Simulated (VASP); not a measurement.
## Ag: single point with r2SCAN

Crystal: Ag.

```xyz
1
Lattice="0.0000 1.8203 2.5739 1.8203 0.0000 2.5739 1.8203 1.8203 0.0000" Properties=species:S:1:pos:R:3 pbc="T T T"
Ag    0.0000    0.0000    0.0000
```

This cell differs from its parent crystal: ratio of the length along z to the lengths across it x 1.414, volume and fractional coordinates fixed.

- Program: VASP 6.6.1
- Task: single point
- Functional: r2SCAN
- Potentials or basis: VASP PAW PBE potentials, release 64 (Ag)
- Cutoff: 520 eV
- k mesh: 22 × 22 × 22
- Occupations: gaussian, width 0.15 eV
- Spin: no spin polarisation
- Dipole correction: no
- Further INCAR settings: ALGO = Normal; EDIFF = 1e-06; NBANDS = 12

| Quantity | Value |
| --- | --- |
| Pressure | 11.3 GPa |

Stress tensor (GPa, compression positive):
```
21.69  0.00  0.00
 0.00 21.69  0.00
 0.00  0.00 -9.54
```

Levels at points of the mesh, in eV from the Fermi level:
```csv
k point,band 3,band 4,band 5,band 6,band 7,band 8,band 9,band 10
"(0.00, 0.00, 0.00)",-5.65,-4.18,-4.18,-3.13,15.24,18.35,22.04,22.04
"(0.50, 0.00, 0.00)",-4.46,-3.47,-3.26,-0.04,4.34,11.46,18.35,20.76
"(0.50, 0.50, 0.00)",-3.29,-3.29,-3.01,-1.24,1.83,15.88,15.88,22.01
"(0.50, 0.00, 0.50)",-4.34,-3.61,-1.99,4.17,9.99,10.15,10.18,16.37
```

Run time: 4.5 min on 1 thread of Intel(R) Xeon(R) Platinum 8488C (Sapphire Rapids), with other jobs on the host, peak memory 0.28 GiB.

Caveat: the PAW data sets were made with another functional, which shifts forces and pressure a little.
